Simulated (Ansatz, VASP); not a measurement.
# Two plane-wave programs on Ag

POSCAR

```
Ag
1.0
    0.0000000000      2.0427500000      2.0427500000
    2.0427500000      0.0000000000      2.0427500000
    2.0427500000      2.0427500000      0.0000000000
Ag
1
Direct
    0.0000000000      0.0000000000      0.0000000000
```

INCAR.step1

```
SYSTEM = Ag
ALGO     = Normal         ! electronic algorithm
EDIFF    = 1E-4           ! SCF threshold, eV
ENCUT    = 600            ! plane-wave cutoff, eV
GGA      = PE             ! functional
ISMEAR   = -1             ! smearing method
LASPH    = .TRUE.         ! aspherical terms in the spheres
LCHARG   = .FALSE.        ! write CHGCAR
LREAL    = .FALSE.        ! projectors in reciprocal space
LWAVE    = .TRUE.         ! write WAVECAR
NELM     = 60             ! most SCF steps
PREC     = Accurate       ! precision mode
SIGMA    = 0.1            ! smearing width, eV
```

File INCAR.step2:

```
SYSTEM = Ag
ALGO     = Normal         ! electronic algorithm
EDIFF    = 1E-6           ! SCF threshold, eV
EDIFFG   = -0.005         ! ionic threshold
ENCUT    = 600            ! plane-wave cutoff, eV
IBRION   = 2              ! ionic algorithm
ISIF     = 3              ! what is computed and relaxed
ISMEAR   = -1             ! smearing method
ISTART   = 1            
LASPH    = .TRUE.         ! aspherical terms in the spheres
LCHARG   = .FALSE.        ! write CHGCAR
LMIXTAU  = .TRUE.       
LREAL    = .FALSE.        ! projectors in reciprocal space
LWAVE    = .FALSE.        ! write WAVECAR
METAGGA  = R2SCAN         ! meta-GGA
NELM     = 60             ! most SCF steps
NSW      = 80             ! ionic steps
PREC     = Accurate       ! precision mode
SIGMA    = 0.1            ! smearing width, eV
```

File KPOINTS:

```
k-points
0
G
  13 13 13
  0 0 0
```

Input for Ansatz:

```yaml
crystal:
  lattice:
    - [0.0, 2.04275, 2.04275]
    - [2.04275, 0.0, 2.04275]
    - [2.04275, 2.04275, 0.0]
  atoms:
    - { symbol: Ag, position: [0.0, 0.0, 0.0] }
kpoints:
  mp_grid:
    grid: [13, 13, 13]
hamiltonian:
  xc: r2scan
  dispersion: none
scf:
  occupations:
    method: fermi_dirac
    width: 0.1
relax:
  f_tol: 0.005
  cell: {}
```

Alike in both runs: task relaxation of cell and atoms; functional r2SCAN; k mesh 13 × 13 × 13; occupations fermi-dirac, width 0.1 eV; no spin polarisation.

|  | VASP | Ansatz |
| --- | --- | --- |
| version | VASP 6.6.1 | Ansatz 0.2.0 |
| potentials or method | VASP PAW PBE potentials, release 64 (Ag) | plane waves, PAW |
| plane-wave cutoff (eV) | 600 | 500 |
| valence electrons in the cell | 11 | 19 |

Ansatz gave:

- relaxed volume (Å³/atom): 17.28
- relaxed cell length with the largest relative difference (Å): 2.902

What did VASP give for the same quantities?

Relaxed volume (Å³/atom): 17.30; relaxed cell length with the largest relative difference (Å): 2.903.

VASP's potentials were made for PBE, not for r2SCAN. VASP's potentials hold 11 valence electrons a cell and Ansatz's 19, so a difference there can come from the potentials and not from the codes.
